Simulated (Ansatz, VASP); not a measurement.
# One calculation of Fe, two programs

```xyz
1
Lattice="-0.0366 1.8095 1.8095 1.8095 -0.0366 1.8095 1.8095 1.8095 -0.0366" Properties=species:S:1:pos:R:3 pbc="T T T"
Fe    0.0000    0.0000    0.0000
```

Change from the starting cell: equal xy, yz and zx shear strains of -2 %.

Alike in both runs: task single point; functional PBE; k mesh 17 × 17 × 17; occupations fermi-dirac, width 0.03 eV; collinear spin.

|  | VASP | Ansatz |
| --- | --- | --- |
| version | VASP 6.6.1 | Ansatz 0.2.0 |
| potentials or method | VASP PAW PBE potentials, release 64 (Fe), cutoff 520 eV | all-electron LAPW, scalar-relativistic |

```tsv
	VASP	Ansatz	Ansatz less VASP
pressure (GPa)	-2.8	-2.7	+0.11
traceless stress, the component that is largest in VASP (GPa)	-0.35	-0.27	+0.080
net moment per atom (μB)	2.58	2.58	-0.001
size of the moment on the site where the two differ most (μB)	2.59	2.64	+0.049
```

Site moments also hang on the region over which each program counts them. Ansatz ran all-electron here, and VASP with PAW potentials.
